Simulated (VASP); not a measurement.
Write the native input for VASP 6.6.1 that does the following.

* Task: relaxation of cell and atoms
* Functional: PBE
* Potentials or basis: VASP PAW PBE potentials, release 64 (Ta_pv, F)
* Cutoff: 600 eV
* k mesh: 4 × 4 × 4
* Occupations: gaussian, width 0.1 eV
* Spin: collinear spin
* Starting moments: [1.0, 0.0, 0.0, 0.0, 0.0] μB
* Dipole correction: no
* Further INCAR settings: ALGO = Normal; EDIFF = 1e-06; IBRION = 2; EDIFFG = -0.04; NSW = 90; ISIF = 3

The structure of TaF4 lies in POSCAR:

```
TaF4
1.0
    4.2063901000      0.0000000000      0.0000000000
    0.0000000000      4.2063901000      0.0000000000
    0.0000000000      0.0000000000      5.9487339200
Ta F
1 4
Direct
    0.0000000000      0.0000000000      0.0000000000
    0.5000000000      0.0000000000      0.2500000000
    0.0000000000      0.5000000000      0.7500000000
    0.5000000000      0.0000000000      0.7500000000
    0.0000000000      0.5000000000      0.2500000000
```

This cell differs from its parent crystal: atoms taken out.

The input as run:

INCAR

```
SYSTEM = TaF4
PREC = Accurate
ENCUT = 600
EDIFF = 1E-6
ISMEAR = 0
SIGMA = 0.1
LREAL = .False.
LASPH = .True.
NELM = 150
ALGO = Normal
ISIF = 3
LWAVE = .False.
LCHARG = .False.
ISPIN = 2
MAGMOM = 1 0 0 0 0
LORBIT = 11
LMAXMIX = 4
GGA = PE
IBRION = 2
NSW = 90
EDIFFG = -0.04
```

KPOINTS

```
Automatic mesh
0
Gamma
  4 4 4
  0 0 0
```

Potentials or basis: VASP PAW PBE potentials, release 64 (Ta_pv, F).

Command:

```console
$ cat potpaw_PBE.64/Ta_pv/POTCAR potpaw_PBE.64/F/POTCAR > POTCAR
$ mpirun -np 1 vasp_std > vasp.out
```

Results of the run:

| Quantity | Value |
| --- | --- |
| Relaxed volume | 13.83 Å³/atom |
| Relaxed cell | a = 3.555 Å, b = 3.555 Å, c = 5.473 Å, α = 90.00°, β = 90.00°, γ = 90.00° |
| Space group after relaxing (to 0.1 Å) | P4/mmm (No. 123) |
| Energy gained by relaxing | 1328.5 meV/atom |
| Ionic steps | 10 |
| Pressure after relaxing | 0.2 GPa |
| Largest force after relaxing | 0.012 eV/Å |
| Band gap on the k mesh | zero (filled and empty bands overlap) |
| Net moment | 1.00 μB per cell |
| Site moments | Ta +0.83; F -0.00 μB |
| Valence electrons inside the program's atomic spheres | Ta 8.47; F 6.11 |

Caveat: the k points lie up to 0.44 Å⁻¹ apart in the final cell; the cell differs from its parent crystal (atoms taken out); the volume moved by over 15 % at a fixed basis, so the end points are rough; spin-orbit coupling is left out, which moves the levels of the heavy elements.

Wall time 19 min on 1 thread of Intel Xeon 8259CL (shared host), peak memory 0.34 GiB.
